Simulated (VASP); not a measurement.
Input of a VASP 6.6.1 run:

The input INCAR:

```
PREC = Accurate ; ENCUT = 520
EDIFF = 1E-8 ; ISMEAR = 0
SIGMA = 0.01 ; LREAL = F
LASPH = T ; NELM = 60
ALGO = Normal ; ISIF = 2
LWAVE = F ; LCHARG = F
METAGGA = R2SCAN ; LMIXTAU = T
LCALCEPS = T
```

Contents of KPOINTS:

```
Automatic mesh
0
Gamma
  12 12 4
```

The input POSCAR:

```
BN
1.0
    2.4982400000      0.0000000000      0.0000000000
   -1.2491200000      2.1635393048      0.0000000000
    0.0000000000      0.0000000000      6.6357000000
N B
2 2
Direct
    0.6666666667      0.3333333333      0.2500000000
    0.3333333333      0.6666666667      0.7500000000
    0.6666666667      0.3333333333      0.7500000000
    0.3333333333      0.6666666667      0.2500000000
```

Potentials or basis: VASP PAW PBE potentials, release 64 (N, B).

Launch:

```sh
$ cat potpaw_PBE.64/N/POTCAR potpaw_PBE.64/B/POTCAR > POTCAR
$ mpirun -np 1 vasp_std > vasp.out
```

Question: Estimate the electronic dielectric tensor (diagonal).

Answer: 4.40, 4.40, 2.64.

Question: Predict the Born charges (mean of the diagonal).

Answer: N -2.08; B +2.08 e.

Question: Estimate the band gap on the k mesh.

Answer: 4.89 eV, indirect (least direct gap 5.32 eV).

Born effective charge tensors (e):
atom 1, N
```
-2.73  0.00  0.00
 0.00 -2.73  0.00
 0.00  0.00 -0.79
```
atom 2, N
```
-2.73  0.00  0.00
 0.00 -2.73  0.00
 0.00  0.00 -0.79
```
atom 3, B
```
2.73 0.00 0.00
0.00 2.73 0.00
0.00 0.00 0.79
```
atom 4, B
```
2.73 0.00 0.00
0.00 2.73 0.00
0.00 0.00 0.79
```

 A k mesh can miss the band edges.
